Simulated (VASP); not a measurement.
CdS (Hawleyite), 2 atoms in the cell. It takes space group F-43m (No. 216, cubic). The conventional cell has a = 5.852 Å, b = 5.852 Å, c = 5.852 Å, α = 90.00°, β = 90.00°, γ = 90.00°. Within 3.3 Å of Cd (site symmetry -43m) lie 4 S at 2.53 Å. Within 3.3 Å of S (site symmetry -43m) lie 4 Cd at 2.53 Å. 

```yaml
Program: VASP 6.6.1
Task: single point
Functional: PBEsol
Potentials_or_basis: VASP PAW PBE potentials, release 64 (Cd, S)
Cutoff: 520 eV
k_mesh: 7 × 7 × 7
Occupations: gaussian, width 0.01 eV
Spin: no spin polarisation
Dipole_correction: no
Further_INCAR_settings: ALGO = Normal; EDIFF = 1e-07; NBANDS = 16
```

Potentials or basis: VASP PAW PBE potentials, release 64 (Cd, S).

The run is started by

```console
$ cat potpaw_PBE.64/Cd/POTCAR potpaw_PBE.64/S/POTCAR > POTCAR
$ mpirun -np 1 vasp_std > vasp.out
```

Hardware: 1 thread of Intel Xeon 8259CL, with other jobs on the host.

Problem. Estimate the wall time of this run.

Solution. Wall time 25 s on 1 thread of Intel Xeon 8259CL, with other jobs on the host, peak memory 0.18 GiB. Counts: scf iterations 14, k points 20.
